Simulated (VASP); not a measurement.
# GeW (Fm-3m) in VASP: further runs

Aim: see how the results for GeW move with the level of theory and the settings. Levels: LDA, PBE. Tasks: vibrations by perturbation theory.

All numbers are computed with VASP 6.6.1; they aren't measurements. Logs are shortened: lines on timing, memory, paths and dates and some standing lists are left out, and cuts for length are marked.

### Step 1. The cell of the first run

It takes space group Fm-3m (No. 225, cubic). Conventional cell: a = 5.155 Å, b = 5.155 Å, c = 5.155 Å, α = 90.00°, β = 90.00°, γ = 90.00°. Ge (site symmetry m-3m) has 6 W at 2.58 Å within 3.4 Å. W (site symmetry m-3m) has 6 Ge at 2.58 Å within 3.4 Å.

### Step 2. Vibrations by perturbation theory, LDA

Contents of INCAR:

```
PREC = Accurate
ENCUT = 520
EDIFF = 1E-8
ISMEAR = -1
SIGMA = 0.05
LREAL = False
LASPH = True
NELM = 100
ALGO = Normal
ISIF = 2
LWAVE = False
LCHARG = True
NBANDS = 21
IBRION = 8
NSW = 1
```

Contents of KPOINTS:

```
Automatic mesh
0
Gamma
  7 7 7
```

Contents of POSCAR:

```
GeW
1.0
    0.0000000000      2.5776100000      2.5776100000
    2.5776100000      0.0000000000      2.5776100000
    2.5776100000      2.5776100000      0.0000000000
Ge W
1 1
Direct
    0.5000000000      0.5000000000      0.5000000000
    0.0000000000      0.0000000000      0.0000000000
```

Potentials or basis: VASP PAW LDA potentials, release 64 (Ge_d, W_sv).

Started as:

```bash
> cat potpaw_LDA.64/Ge_d/POTCAR potpaw_LDA.64/W_sv/POTCAR > POTCAR
> mpirun -np 1 vasp_std > vasp.out
```

OUTCAR:

```text
PREC = Accurate
   ENCUT = 520
   EDIFF = 1E-8
   ISMEAR = -1
   LREAL = False
   LASPH = True
   NELM = 100
   ISIF = 2
   IBRION = 8
   NSW = 1

 ion  position               nearest neighbor table
   1  0.500  0.500  0.500-   2 2.58   2 2.58   2 2.58   2 2.58   2 2.58   2 2.58
   2  0.000  0.000  0.000-   1 2.58   1 2.58   1 2.58   1 2.58   1 2.58   1 2.58

  LATTYP: Found a face centered cubic cell.
 ALAT       =     5.1552200000

  Lattice vectors:

 A1 = (   0.0000000000,   2.5776100000,   2.5776100000)
 A2 = (   2.5776100000,   0.0000000000,   2.5776100000)
 A3 = (   2.5776100000,   2.5776100000,   0.0000000000)

Analysis of symmetry for initial positions (statically):
=====================================================================
 Subroutine PRICEL returns:
 Original cell was already a primitive cell.

 Routine SETGRP: Setting up the symmetry group for a
 face centered cubic supercell.

 Subroutine GETGRP returns: Found 48 space group operations
 (whereof 48 operations were pure point group operations)
 out of a pool of 48 trial point group operations.

The static configuration has the point symmetry O_h .

Analysis of symmetry for dynamics (positions and initial velocities):
=====================================================================
 Subroutine PRICEL returns:
 Original cell was already a primitive cell.

 Routine SETGRP: Setting up the symmetry group for a
 face centered cubic supercell.

 Subroutine GETGRP returns: Found 48 space group operations
 (whereof 48 operations were pure point group operations)
 out of a pool of 48 trial point group operations.

The dynamic configuration has the point symmetry O_h .

 Subroutine INISYM returns: Found 48 space group operations
 (whereof 48 operations are pure point group operations),
 and found     1 'primitive' translations

----------------------------------------------------------------------------------------

                                     Primitive cell

  volume of cell :      34.2517

  direct lattice vectors                    reciprocal lattice vectors
     0.000000000  2.577610000  2.577610000    -0.193978143  0.193978143  0.193978143
     2.577610000  0.000000000  2.577610000     0.193978143 -0.193978143  0.193978143
     2.577610000  2.577610000  0.000000000     0.193978143  0.193978143 -0.193978143

  length of vectors
     3.645291021  3.645291021  3.645291021     0.335979998  0.335979998  0.335979998

  position of ions in fractional coordinates (direct lattice)
     0.500000000  0.500000000  0.500000000
     0.000000000  0.000000000  0.000000000

  ion indices of the primitive-cell ions
   primitive index   ion index
                 1           1
                 2           2

----------------------------------------------------------------------------------------

 KPOINTS: Automatic mesh

Automatic generation of k-mesh.
 Grid dimensions read from file:
 generate k-points for:    7    7    7

 Generating k-lattice:

  Cartesian coordinates                     Fractional coordinates (reciprocal lattice)
    -0.027711163  0.027711163  0.027711163     0.142857143  0.000000000  0.000000000
     0.027711163 -0.027711163  0.027711163     0.000000000  0.142857143  0.000000000
     0.027711163  0.027711163 -0.027711163     0.000000000  0.000000000  0.142857143

  Length of vectors
     0.047997143  0.047997143  0.047997143

  Shift w.r.t. Gamma in fractional coordinates (k-lattice)
[... 64 lines left out ...]
   IALGO  =     38    algorithm
   IMIX   =      4    mixing-type and parameters
     AMIX     =   0.40;   BMIX     =  1.00
     AMIX_MAG =   1.60;   BMIX_MAG =  1.00
  volume/ion in A,a.u.               =      17.13       115.57
  Fermi-wavevector in a.u.,A,eV,Ry     =   1.530736  2.892672 31.880529  2.343153
  Thomas-Fermi vector in A             =   2.638178
   LORBIT       =      0    0 simple, 1 ext, 2 COOP (PROOUT), +10 PAW based schemes
   GGA     = CA    functional components
   LHFCALC =     F    Hartree Fock is set to
   AEXX    =    0.0000 exact exchange contribution
   IVDW    =     0    specifies the selected vdW correction
   LEPSILON=     F    determine dielectric tensor
   LRPA    =     F    only Hartree local field effects (RPA)
 non-spin polarized calculation
  energy-cutoff  :      520.00
  volume of cell :       34.25
 maximum number of plane-waves:       941
   NGX = 13   NGY = 13   NGZ = 13

--------------------------------------- Ionic step        1  -------------------------------------------

 number of electron      27.9999991 magnetization

 Free energy of the ion-electron system (eV)
  ---------------------------------------------------
  ext. energy  EPLUGINS =         0.00000000
  ---------------------------------------------------
  free energy    TOTEN  =       -17.67171200 eV

  energy without entropy =      -17.65064992  energy(sigma->0) =      -17.66118096

 E-fermi :   8.8630     XC(G=0): -12.6593

 val. band max:        8.8489724071   @ k =  -0.2857   0.4286   0.1429
 cond. band min:       8.8917566418   @ k =   0.4286   0.4286   0.0000
 fundamental gap:      0.0427842347
 Fermi energy:         8.8630155409

 k-point     1 :       0.0000    0.0000    0.0000
  band No.  band energies     occupation
      1     -65.2014      2.00000
      2     -29.6335      2.00000
      3     -29.6335      2.00000
      4     -29.6335      2.00000
      5     -15.6970      2.00000
      6     -15.6970      2.00000
[... 469 lines left out ...]
     20      19.9083      0.00000
     21      20.0971      0.00000

------------------------ aborting loop because EDIFF is reached ----------------------------------------

  FORCE on cell =-STRESS in cart. coord.  units (eV):
  Direction    XX          YY          ZZ          XY          YZ          ZX
  --------------------------------------------------------------------------------------
  -------------------------------------------------------------------------------------
  Total       -1.9160613     -1.9160613     -1.9160613     -0.0000000      0.0000000      0.0000000
  in kB      -89.6268954    -89.6268954    -89.6268954     -0.0000000      0.0000000      0.0000000
  external PRESSURE =     -89.6268954 kB  Pullay stress =       0.0000000 kB

 VOLUME and BASIS-vectors are now :
 -----------------------------------------------------------------------------
  energy-cutoff  :      520.00
  volume of cell :       34.25
      direct lattice vectors                 reciprocal lattice vectors
     0.000000000  2.577610000  2.577610000    -0.193978143  0.193978143  0.193978143
     2.577610000  0.000000000  2.577610000     0.193978143 -0.193978143  0.193978143
     2.577610000  2.577610000  0.000000000     0.193978143  0.193978143 -0.193978143

 POSITION                                       TOTAL-FORCE (eV/Angst)
 -----------------------------------------------------------------------------------
      2.57761      2.57761      2.57761         0.000000     -0.000000     -0.000000
      0.00000      0.00000      0.00000        -0.000000      0.000000      0.000000
 -----------------------------------------------------------------------------------
    total drift:                                0.000000      0.000000      0.000000

  FREE ENERGIE OF THE ION-ELECTRON SYSTEM (eV)
  ---------------------------------------------------
  free  energy   TOTEN  =       -17.6717119973 eV

  energy  without entropy=      -17.6506499159  energy(sigma->0) =      -17.66118096

[... ionic steps 2 to 3 ...]

--------------------------------------- Ionic step        4  -------------------------------------------

------------------------ aborting loop because EDIFF is reached ----------------------------------------

[... ionic steps 5 to 6 ...]

--------------------------------------- Ionic step        7  -------------------------------------------

 Free energy of the ion-electron system (eV)
  ---------------------------------------------------
  ---------------------------------------------------
  free energy    TOTEN  =        -0.29768425 eV

  energy without entropy =       -0.29768425

------------------------ aborting loop because EDIFF is reached ----------------------------------------

 INTERNAL STRAIN TENSOR  FOR ION    2  DIRECTION 1   (eV/Angst):
 -----------------------------------------------------------------------------
     0.00839 -0.00000  0.00000
     0.00000 -0.00179  0.00000
     0.00000  0.00000 -0.00179

 INTERNAL STRAIN TENSOR FOR ION    2 for displacements in x,y,z  (eV/Angst):
          X           Y           Z          XY          YZ          ZX
  --------------------------------------------------------------------------------
  x     0.00000     0.00000     0.00000     0.00000     0.00000     0.00000
  y     0.00000     0.00000     0.00000     0.00000     0.00000     0.00000
  z     0.00000     0.00000     0.00000     0.00000     0.00000     0.00000

 SECOND DERIVATIVES (NOT SYMMETRIZED)
 ------------------------------------
               1X          1Y          1Z          2X          2Y          2Z
  1X    -8.326387    0.000000    0.000000    8.326387    0.000000    0.000000
  1Y     0.000000   -8.326387    0.000000    0.000000    8.326387    0.000000
  1Z     0.000000    0.000000   -8.326387    0.000000    0.000000    8.326387
  2X     8.373948    0.000000    0.000000   -8.373948    0.000000    0.000000
  2Y     0.000000    8.373948    0.000000    0.000000   -8.373948    0.000000
  2Z     0.000000    0.000000    8.373948    0.000000    0.000000   -8.373948

 Eigenvectors and eigenvalues of the dynamical matrix
 ----------------------------------------------------

   1 f  =    6.257632 THz    39.317864 2PiTHz  208.732150 cm-1    25.879477 meV
             X         Y         Z           dx          dy          dz
      2.577610  2.577610  2.577610     0.000000    0.846001    0.000000
      0.000000  0.000000  0.000000     0.000000   -0.533181    0.000000
[... 21 lines left out ...]
   6 f/i=    0.008039 THz     0.050509 2PiTHz    0.268143 cm-1     0.033246 meV
             X         Y         Z           dx          dy          dz
      2.577610  2.577610  2.577610     0.000000    0.000000   -0.533181
      0.000000  0.000000  0.000000     0.000000    0.000000   -0.846001

--------------------------------------------------------------------------------------------------------

 ELASTIC MODULI CONTR FROM IONIC RELAXATION (kBar)
 Direction    XX          YY          ZZ          XY          YZ          ZX
 --------------------------------------------------------------------------------
 XX           0.0000      0.0000      0.0000      0.0000      0.0000      0.0000
 YY           0.0000      0.0000      0.0000      0.0000      0.0000      0.0000
 ZZ           0.0000      0.0000      0.0000      0.0000      0.0000      0.0000
 XY           0.0000      0.0000      0.0000      0.0000      0.0000      0.0000
 YZ           0.0000      0.0000      0.0000      0.0000      0.0000      0.0000
 ZX           0.0000      0.0000      0.0000      0.0000      0.0000      0.0000
 --------------------------------------------------------------------------------
```

Wall time 1.7 min (1 thread of Intel Xeon Platinum 8375C at 2.90GHz (Ice Lake), shared host); peak memory 0.2 GiB.

Results:

```yaml
Highest_phonon_frequency_at_Γ_LO-TO_splitting_left_out: 209 cm⁻¹
```

Phonon frequencies in cm⁻¹ (negative: imaginary):
```csv
q point,frequencies
"(0.000, 0.000, 0.000)",0 0 0 209 209 209
```

Caveat: the cell wasn't relaxed at this level first, which shifts response properties; spin-orbit coupling is left out, which moves the levels of the heavy elements.

### Step 3. Vibrations by perturbation theory, PBE

Contents of INCAR:

```
SYSTEM = GeW
PREC = Accurate
ENCUT = 520
EDIFF = 1E-8
ISMEAR = -1
SIGMA = 0.05
LREAL = .False.
LASPH = .True.
NELM = 80
ALGO = Normal
ISIF = 2
LWAVE = .False.
LCHARG = .True.
GGA = PE
IBRION = 8
NSW = 1
```

Contents of KPOINTS:

```
Automatic mesh
0
Gamma
  7 7 7
  0 0 0
```

POSCAR is that of step 2.

Potentials or basis: VASP PAW PBE potentials, release 64 (Ge_d, W_sv).

Started as:

```bash
> cat potpaw_PBE.64/Ge_d/POTCAR potpaw_PBE.64/W_sv/POTCAR > POTCAR
> mpirun -np 1 vasp_std > vasp.out
```

OUTCAR:

```text
SYSTEM = GeW
   PREC = Accurate
   ENCUT = 520
   EDIFF = 1E-8
   ISMEAR = -1
   LREAL = .False.
   LASPH = .True.
   NELM = 80
   ISIF = 2
   GGA = PE
   IBRION = 8
   NSW = 1

 ion  position               nearest neighbor table
   1  0.500  0.500  0.500-   2 2.58   2 2.58   2 2.58   2 2.58   2 2.58   2 2.58
   2  0.000  0.000  0.000-   1 2.58   1 2.58   1 2.58   1 2.58   1 2.58   1 2.58

  LATTYP: Found a face centered cubic cell.
 ALAT       =     5.1552200000

  Lattice vectors:

 A1 = (   0.0000000000,   2.5776100000,   2.5776100000)
 A2 = (   2.5776100000,   0.0000000000,   2.5776100000)
 A3 = (   2.5776100000,   2.5776100000,   0.0000000000)

Analysis of symmetry for initial positions (statically):
=====================================================================
 Subroutine PRICEL returns:
 Original cell was already a primitive cell.

 Routine SETGRP: Setting up the symmetry group for a
 face centered cubic supercell.

 Subroutine GETGRP returns: Found 48 space group operations
 (whereof 48 operations were pure point group operations)
 out of a pool of 48 trial point group operations.

The static configuration has the point symmetry O_h .

Analysis of symmetry for dynamics (positions and initial velocities):
=====================================================================
 Subroutine PRICEL returns:
 Original cell was already a primitive cell.

 Routine SETGRP: Setting up the symmetry group for a
 face centered cubic supercell.

 Subroutine GETGRP returns: Found 48 space group operations
 (whereof 48 operations were pure point group operations)
 out of a pool of 48 trial point group operations.

The dynamic configuration has the point symmetry O_h .

 Subroutine INISYM returns: Found 48 space group operations
 (whereof 48 operations are pure point group operations),
[... 592 lines left out ...]

  FREE ENERGIE OF THE ION-ELECTRON SYSTEM (eV)
  ---------------------------------------------------
  free  energy   TOTEN  =       -15.7292965751 eV

  energy  without entropy=      -15.7082321704  energy(sigma->0) =      -15.71876437

[... ionic steps 2 to 3 ...]

--------------------------------------- Ionic step        4  -------------------------------------------

------------------------ aborting loop because EDIFF is reached ----------------------------------------

[... ionic steps 5 to 6 ...]

--------------------------------------- Ionic step        7  -------------------------------------------

 Free energy of the ion-electron system (eV)
  ---------------------------------------------------
  ---------------------------------------------------
  free energy    TOTEN  =        -0.30041959 eV

  energy without entropy =       -0.30041959

------------------------ aborting loop because EDIFF is reached ----------------------------------------

 INTERNAL STRAIN TENSOR  FOR ION    2  DIRECTION 1   (eV/Angst):
 -----------------------------------------------------------------------------
     0.00731 -0.00000  0.00000
    -0.00000 -0.00163 -0.00000
    -0.00000 -0.00000 -0.00163

 INTERNAL STRAIN TENSOR FOR ION    2 for displacements in x,y,z  (eV/Angst):
          X           Y           Z          XY          YZ          ZX
  --------------------------------------------------------------------------------
  x     0.00000     0.00000     0.00000     0.00000     0.00000     0.00000
  y     0.00000     0.00000     0.00000     0.00000     0.00000     0.00000
  z     0.00000     0.00000     0.00000     0.00000     0.00000     0.00000

 SECOND DERIVATIVES (NOT SYMMETRIZED)
 ------------------------------------
               1X          1Y          1Z          2X          2Y          2Z
  1X    -9.056411    0.000000    0.000000    9.056411    0.000000    0.000000
  1Y     0.000000   -9.056411    0.000000    0.000000    9.056411    0.000000
  1Z     0.000000    0.000000   -9.056411    0.000000    0.000000    9.056411
  2X     9.105772    0.000000    0.000000   -9.105772    0.000000    0.000000
  2Y     0.000000    9.105772    0.000000    0.000000   -9.105772    0.000000
  2Z     0.000000    0.000000    9.105772    0.000000    0.000000   -9.105772

 Eigenvectors and eigenvalues of the dynamical matrix
 ----------------------------------------------------

   1 f  =    6.525950 THz    41.003752 2PiTHz  217.682255 cm-1    26.989148 meV
             X         Y         Z           dx          dy          dz
      2.577610  2.577610  2.577610    -0.000000   -0.000000   -0.846032
      0.000000  0.000000  0.000000     0.000000   -0.000000    0.533132
[... 21 lines left out ...]
   6 f/i=    0.008000 THz     0.050265 2PiTHz    0.266847 cm-1     0.033085 meV
             X         Y         Z           dx          dy          dz
      2.577610  2.577610  2.577610     0.002879    0.038501    0.531732
      0.000000  0.000000  0.000000     0.004569    0.061097    0.843811

--------------------------------------------------------------------------------------------------------

 ELASTIC MODULI CONTR FROM IONIC RELAXATION (kBar)
 Direction    XX          YY          ZZ          XY          YZ          ZX
 --------------------------------------------------------------------------------
 XX           0.0000      0.0000      0.0000      0.0000      0.0000      0.0000
 YY           0.0000      0.0000      0.0000      0.0000      0.0000      0.0000
 ZZ           0.0000      0.0000      0.0000      0.0000      0.0000      0.0000
 XY           0.0000      0.0000      0.0000      0.0000      0.0000      0.0000
 YZ           0.0000      0.0000      0.0000      0.0000      0.0000      0.0000
 ZX           0.0000      0.0000      0.0000      0.0000      0.0000      0.0000
 --------------------------------------------------------------------------------
```

OSZICAR:

```text
N       E                     dE             d eps       ncg     rms          rms(c)
DAV:   1     0.204444712818E+03    0.20444E+03   -0.15148E+04   748   0.353E+03
DAV:   2    -0.569877304403E+00   -0.20501E+03   -0.20200E+03   736   0.571E+02
DAV:   3    -0.163698723659E+02   -0.15800E+02   -0.15382E+02   832   0.126E+02
[... 57 lines left out ...]
RMM:  14    -0.300419637409E+00   -0.79987E-07   -0.69102E-07  2952   0.694E-05    0.307E-06
RMM:  15    -0.300419589610E+00    0.47799E-07   -0.51112E-07  2681   0.549E-05    0.139E-06
RMM:  16    -0.300419577643E+00    0.11967E-07   -0.40241E-07  2547   0.413E-05    0.281E-06
RMM:  17    -0.300419580733E+00   -0.30902E-08   -0.31737E-07  1372   0.327E-05    0.286E-06
RMM:  18    -0.300419587299E+00   -0.65661E-08   -0.24844E-07  1900   0.278E-05    0.269E-06
RMM:  19    -0.300419591010E+00   -0.37113E-08   -0.19773E-07  1233   0.232E-05    0.273E-06
 Linear response finished
```

Run time: 3 min. Hardware: 1 thread of Intel Xeon Platinum 8375C at 2.90GHz (Ice Lake), shared host; peak memory 0.21 GiB.

Results:

| Item | Value |
| --- | --- |
| Highest phonon frequency at Γ, LO-TO splitting left out | 218 cm⁻¹ |

Phonon frequencies in cm⁻¹ (negative: imaginary):
```csv
q point,frequencies
"(0.000, 0.000, 0.000)",0 0 0 218 218 218
```

Caveat: spin-orbit coupling is left out, which moves the levels of the heavy elements.
